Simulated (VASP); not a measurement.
# Te2Mo (P2_1/m) in VASP: notebook, part 2 of 2

VASP 6.6.1. Earlier steps stand in the parts before.

### 3 Single point, LDA

INCAR

```
SYSTEM = Te2Mo
PREC = Accurate ; ENCUT = 520
EDIFF = 1E-7 ; ISMEAR = -1
SIGMA = 0.05 ; LREAL = .False.
LASPH = .True. ; NELM = 60
ALGO = Fast ; ISIF = 2
LWAVE = .False. ; LCHARG = .True.
LELF = .True. ; LVHAR = .True.
NBANDS = 64
```

KPOINTS

```
regular mesh
0
Gamma
  4 8 2
  0 0 0
```

POSCAR

```
Te2Mo
1.0
    6.3300000000      0.0000000000      0.0000000000
    0.0000000000      3.4690000000      0.0000000000
   -0.9467947088      0.0000000000     13.8276237937
Te Mo
8 4
Direct
    0.9437000000      0.7500000000      0.6045000000
    0.0563000000      0.2500000000      0.3955000000
    0.9030000000      0.2500000000      0.8514000000
    0.0970000000      0.7500000000      0.1486000000
    0.4112000000      0.7500000000      0.8955000000
    0.5888000000      0.2500000000      0.1045000000
    0.4432000000      0.2500000000      0.6484000000
    0.5568000000      0.7500000000      0.3516000000
    0.8167000000      0.7500000000      0.9926000000
    0.1833000000      0.2500000000      0.0074000000
    0.6819000000      0.2500000000      0.4934000000
    0.3181000000      0.7500000000      0.5066000000
```

Potentials or basis: VASP PAW LDA potentials, release 64 (Te, Mo_sv).

Command:

```sh
$ cat potpaw_LDA.64/Te/POTCAR potpaw_LDA.64/Mo_sv/POTCAR > POTCAR
$ mpirun -np 1 vasp_std > vasp.out
```

It took 15 min on 1 thread of Oxide Virtual Turin-like, shared host; peak memory 0.54 GiB.

It converged, with:

| Quantity | Value |
| --- | --- |
| Free energy | -82.2069 eV |
| Pressure | -3.1 GPa |
| Largest force | 0.359 eV/Å |
| Band gap on the k mesh | zero (bands 52 and 53 overlap by 0.21 eV) |

Forces on the atoms (eV/Å):
```
Te   0.023  0.000 -0.251
Te  -0.023  0.000  0.251
Te   0.001  0.000  0.323
Te  -0.001  0.000 -0.323
Te   0.019  0.000  0.287
Te  -0.019  0.000 -0.287
Te   0.008  0.000 -0.359
Te  -0.008  0.000  0.359
Mo   0.161  0.000  0.025
Mo  -0.161  0.000 -0.025
Mo  -0.242  0.000  0.029
Mo   0.242  0.000 -0.029
```

Stress tensor (GPa, compression positive):
```
-2.77  0.00  0.09
 0.00 -3.11  0.00
 0.09  0.00 -3.42
```

Levels at points of the mesh, in eV from the Fermi level:
```
           k point  band 48  band 49  band 50  band 51  band 52  band 53  band 54  band 55  band 56  band 57
(0.00, 0.00, 0.00)    -0.49    -0.42    -0.11     0.09     0.12     0.43     0.68     0.91     1.01     1.09
(0.50, 0.00, 0.00)    -0.89    -0.86    -0.82    -0.64    -0.55    -0.09    -0.02     0.89     0.91     1.43
(0.00, 0.50, 0.00)    -1.72    -1.51    -1.51    -1.44    -1.44     1.01     1.01     1.14     1.14     1.21
(0.50, 0.50, 0.00)    -1.79    -1.05    -1.05    -0.96    -0.96     0.99     0.99     1.05     1.05     1.74
(0.00, 0.00, 0.50)    -0.64    -0.06    -0.02    -0.01    -0.01     0.44     0.55     0.93     0.99     1.48
(0.50, 0.00, 0.50)    -0.89    -0.87    -0.82    -0.64    -0.40    -0.04     0.01     0.85     0.94     1.34
(0.00, 0.50, 0.50)    -1.73    -1.55    -1.55    -1.46    -1.46     1.00     1.00     1.14     1.14     1.25
(0.50, 0.50, 0.50)    -1.79    -1.04    -1.04    -0.95    -0.95     1.00     1.00     1.02     1.02     1.64
```

Caveat: the cell stands under tension; spin-orbit coupling is left out, which moves the levels of the heavy elements.

### 4 Single point, PBEsol

INCAR

```
ALGO     = Fast           # electronic algorithm
EDIFF    = 1E-7           # SCF threshold, eV
ENCUT    = 520            # plane-wave cutoff, eV
GGA      = PS             # functional
ISIF     = 2              # what is computed and relaxed
ISMEAR   = -1             # smearing method
LASPH    = T              # aspherical terms in the spheres
LCHARG   = F              # write CHGCAR
LREAL    = F              # projectors in reciprocal space
LWAVE    = F              # write WAVECAR
NBANDS   = 64             # bands
NELM     = 80             # most SCF steps
PREC     = Accurate       # precision mode
SIGMA    = 0.05           # smearing width, eV
```

KPOINTS

```
k-points
0
Gamma
  4 8 2
```

POSCAR is that of step 3.

Potentials or basis: VASP PAW PBE potentials, release 64 (Te, Mo_sv).

Command:

```sh
$ cat potpaw_PBE.64/Te/POTCAR potpaw_PBE.64/Mo_sv/POTCAR > POTCAR
$ mpirun -np 1 vasp_std > vasp.out
```

OUTCAR:

```text
EDIFF = 1E-7
   ENCUT = 520
   GGA = PS
   ISIF = 2
   ISMEAR = -1
   LASPH = T
   LREAL = F
   NELM = 80
   PREC = Accurate

 ion  position               nearest neighbor table
   1  0.944  0.750  0.605-  11 2.79  11 2.79  12 2.81   2 3.49   2 3.49   7 3.62   7 3.62
   2  0.056  0.250  0.395-  12 2.79  12 2.79  11 2.81   1 3.49   1 3.49   8 3.62   8 3.62
   3  0.903  0.250  0.851-   9 2.70   9 2.70  10 2.70   5 3.65   5 3.65   5 3.67   5 3.67
   4  0.097  0.750  0.149-  10 2.70  10 2.70   9 2.70   6 3.65   6 3.65   6 3.67   6 3.67
[... 1851 lines left out ...]
 -----------------------------------------------------------------------------
  energy-cutoff  :      520.00
  volume of cell :      303.64
      direct lattice vectors                 reciprocal lattice vectors
     6.330000000  0.000000000  0.000000000     0.157977883  0.000000000  0.010816943
     0.000000000  3.469000000  0.000000000     0.000000000  0.288267512  0.000000000
    -0.946794709  0.000000000 13.827623794     0.000000000  0.000000000  0.072319005

 POSITION                                       TOTAL-FORCE (eV/Angst)
 -----------------------------------------------------------------------------------
      5.40128      2.60175      8.35880         0.050818      0.000000     -0.137828
     -0.01808      0.86725      5.46883        -0.050818      0.000000      0.137828
      4.90989      0.86725     11.77284         0.000129      0.000000      0.126688
      0.47332      2.60175      2.05478        -0.000129      0.000000     -0.126688
      1.75504      2.60175     12.38264         0.042648      0.000000      0.174565
      3.62816      0.86725      1.44499        -0.042648      0.000000     -0.174565
      2.19155      0.86725      8.96583         0.001842     -0.000000     -0.165746
      3.19165      2.60175      4.86179        -0.001842      0.000000      0.165746
      4.22992      2.60175     13.72530         0.136152      0.000000      0.030814
      1.15328      0.86725      0.10232        -0.136152      0.000000     -0.030814
      3.84928      0.86725      6.82255        -0.220709      0.000000      0.037815
      1.53393      2.60175      7.00507         0.220709      0.000000     -0.037815
 -----------------------------------------------------------------------------------
    total drift:                               -0.000000      0.000000     -0.000000

  FREE ENERGIE OF THE ION-ELECTRON SYSTEM (eV)
  ---------------------------------------------------
  free  energy   TOTEN  =       -78.5573507825 eV

  energy  without entropy=      -78.5216735874  energy(sigma->0) =      -78.53951218
```

It took 26 min on 1 thread of Oxide Virtual Turin-like, shared host; peak memory 0.61 GiB.

Results:

- Free energy: -78.5574 eV
- Pressure: -1.3 GPa
- Largest force: 0.224 eV/Å
- Band gap on the k mesh: zero (bands 52 and 53 overlap by 0.21 eV)

Forces in eV/Å, atoms in the order of the input:
```
Te   0.051  0.000 -0.138
Te  -0.051  0.000  0.138
Te   0.000  0.000  0.127
Te   0.000  0.000 -0.127
Te   0.043  0.000  0.175
Te  -0.043  0.000 -0.175
Te   0.002  0.000 -0.166
Te  -0.002  0.000  0.166
Mo   0.136  0.000  0.031
Mo  -0.136  0.000 -0.031
Mo  -0.221  0.000  0.038
Mo   0.221  0.000 -0.038
```

Stress tensor (GPa, compression positive):
```
-1.04  0.00  0.08
 0.00 -1.50  0.00
 0.08  0.00 -1.46
```

Levels at points of the mesh, in eV from the Fermi level:
```csv
k point,band 50,band 51,band 52,band 53,band 54,band 55
"(0.00, 0.00, 0.00)",-0.11,0.09,0.12,0.43,0.68,0.92
"(0.50, 0.00, 0.00)",-0.82,-0.64,-0.55,-0.09,-0.02,0.90
"(0.00, 0.50, 0.00)",-1.51,-1.46,-1.46,1.02,1.02,1.15
"(0.50, 0.50, 0.00)",-1.06,-0.98,-0.98,1.00,1.00,1.07
"(0.00, 0.00, 0.50)",-0.02,-0.01,-0.01,0.44,0.56,0.94
"(0.50, 0.00, 0.50)",-0.82,-0.64,-0.40,-0.04,0.01,0.86
"(0.00, 0.50, 0.50)",-1.55,-1.47,-1.47,1.00,1.00,1.15
"(0.50, 0.50, 0.50)",-1.06,-0.97,-0.97,1.01,1.01,1.04
```

Caveat: the PAW data sets were made with another functional, which shifts forces and pressure a little; spin-orbit coupling is left out, which moves the levels of the heavy elements.

### 5 Single point, r2SCAN+D3(BJ)

This run uses another cell than the first one, of 25.67 Å³/atom.

POSCAR

```
Te2Mo
1.0
    6.3300857927      0.0000000000      0.0552896824
    0.0000000000      3.4993227298      0.0000000000
   -0.8260295113      0.0000000000     13.9016969820
Te Mo
8 4
Direct
    0.9393907343      0.7500000000      0.6031228714
    0.0606092657      0.2500000000      0.3968771286
    0.9060684347      0.2500000000      0.8527637633
    0.0939315653      0.7500000000      0.1472362367
    0.4150754205      0.7500000000      0.8971085951
    0.5849245795      0.2500000000      0.1028914049
    0.4354645624      0.2500000000      0.6470094573
    0.5645354376      0.7500000000      0.3529905427
    0.8191555918      0.7500000000      0.9927712430
    0.1808444082      0.2500000000      0.0072287570
    0.6792583979      0.2500000000      0.4933544708
    0.3207416021      0.7500000000      0.5066455292
```

INCAR.step1

```
SYSTEM = Te2Mo
  PREC = Accurate
  ENCUT = 520
  ISMEAR = -1
  SIGMA = 0.05
  LREAL = .False.
  LASPH = .True.
  NELM = 100
  NBANDS = 64
  GGA = PE
  ALGO = Normal
  EDIFF = 1E-4
  LWAVE = .True.
  LCHARG = .False.
```

INCAR.step2

```
SYSTEM = Te2Mo
  PREC = Accurate
  ENCUT = 520
  EDIFF = 1E-7
  ISMEAR = -1
  SIGMA = 0.05
  LREAL = .False.
  LASPH = .True.
  NELM = 100
  ALGO = Normal
  ISIF = 2
  LWAVE = .False.
  LCHARG = .False.
  METAGGA = R2SCAN
  LMIXTAU = .True.
  IVDW = 12
  VDW_S6 = 1.0
  VDW_S8 = 0.78981345
  VDW_A1 = 0.49484001
  VDW_A2 = 5.73083694
  NBANDS = 64
  ISTART = 1
```

KPOINTS

```
Automatic mesh
0
Gamma
  4 8 2
  0 0 0
```

Command:

```sh
$ cat potpaw_PBE.64/Te/POTCAR potpaw_PBE.64/Mo_sv/POTCAR > POTCAR
$ cp INCAR.step1 INCAR
$ mpirun -np 1 vasp_std > vasp.out
$ cp INCAR.step2 INCAR
$ mpirun -np 1 vasp_std > vasp.out
```

Wall time 1.7 h (1 thread of Oxide Virtual Turin-like, shared host); peak memory 0.65 GiB.

The run converged. Its results:

```
Free energy                : -314.0176 eV
Pressure                   : 0.1 GPa
Largest force              : 0.028 eV/Å
Band gap on the k mesh     : zero (bands 52 and 53 overlap by 0.10 eV)
Dispersion energy per atom : -0.244 eV
```

Forces in eV/Å, atoms in the order of the input:
```
Te  -0.001  0.000  0.022
Te   0.001  0.000 -0.022
Te   0.002  0.000 -0.027
Te  -0.002  0.000  0.027
Te   0.001  0.000 -0.020
Te  -0.001  0.000  0.020
Te   0.000  0.000  0.028
Te   0.000  0.000 -0.028
Mo  -0.012  0.000  0.003
Mo   0.012  0.000 -0.003
Mo   0.011  0.000  0.004
Mo  -0.011  0.000 -0.004
```

Levels at points of the mesh, in eV from the Fermi level:
```tsv
k point	band 48	band 49	band 50	band 51	band 52	band 53	band 54	band 55	band 56	band 57
(0.00, 0.00, 0.00)	-0.52	-0.44	-0.23	-0.04	0.06	0.59	0.82	0.84	0.91	1.23
(0.50, 0.00, 0.00)	-1.06	-1.04	-1.03	-0.64	-0.58	0.11	0.14	0.81	0.82	1.56
(0.00, 0.50, 0.00)	-1.85	-1.68	-1.68	-1.55	-1.55	1.14	1.14	1.26	1.26	1.31
(0.50, 0.50, 0.00)	-1.98	-1.14	-1.14	-1.07	-1.07	1.09	1.09	1.14	1.14	1.90
(0.00, 0.00, 0.50)	-0.82	-0.15	-0.15	-0.06	-0.05	0.62	0.70	0.85	0.89	1.61
(0.50, 0.00, 0.50)	-1.06	-1.04	-1.03	-0.63	-0.47	0.15	0.17	0.78	0.84	1.45
(0.00, 0.50, 0.50)	-1.82	-1.68	-1.68	-1.64	-1.64	1.13	1.13	1.23	1.23	1.35
(0.50, 0.50, 0.50)	-1.98	-1.14	-1.14	-1.07	-1.07	1.10	1.10	1.12	1.12	1.82
```

Caveat: the PAW data sets were made with another functional, which shifts forces and pressure a little; spin-orbit coupling is left out, which moves the levels of the heavy elements.

### 6 Overview

```csv
level,potentials or basis,cell,gap on the mesh (eV),pressure (GPa),largest force (eV/Å)
PBE+D3(BJ),"VASP PAW PBE potentials, release 64 (Te, Mo_sv)","a = 6.330, b = 3.469, c = 13.860 Å, angles 90.0, 93.9, 90.0°, 12 atoms, atomic positions A",none,-0.8,0.17
LDA,"VASP PAW LDA potentials, release 64 (Te, Mo_sv)","a = 6.330, b = 3.469, c = 13.860 Å, angles 90.0, 93.9, 90.0°, 12 atoms, atomic positions A",none,-3.1,0.36
PBEsol,"VASP PAW PBE potentials, release 64 (Te, Mo_sv)","a = 6.330, b = 3.469, c = 13.860 Å, angles 90.0, 93.9, 90.0°, 12 atoms, atomic positions A",none,-1.3,0.22
r2SCAN+D3(BJ),"VASP PAW PBE potentials, release 64 (Te, Mo_sv)","a = 6.330, b = 3.499, c = 13.926 Å, angles 90.0, 92.9, 90.0°, 12 atoms, atomic positions B",none,0.1,0.03
```

Alike in all rows: task single point; no spin polarisation; k mesh 4 × 8 × 2; cutoff (eV) 520; smearing fermi-dirac 0.05 eV.

Caveats: spin-orbit coupling is left out, which moves the levels of the heavy elements; the PAW data sets were made with another functional, which shifts forces and pressure a little (at least some runs); the cell stands under tension (at least some runs).

Absolute energies hang on the potentials; compare differences alone.
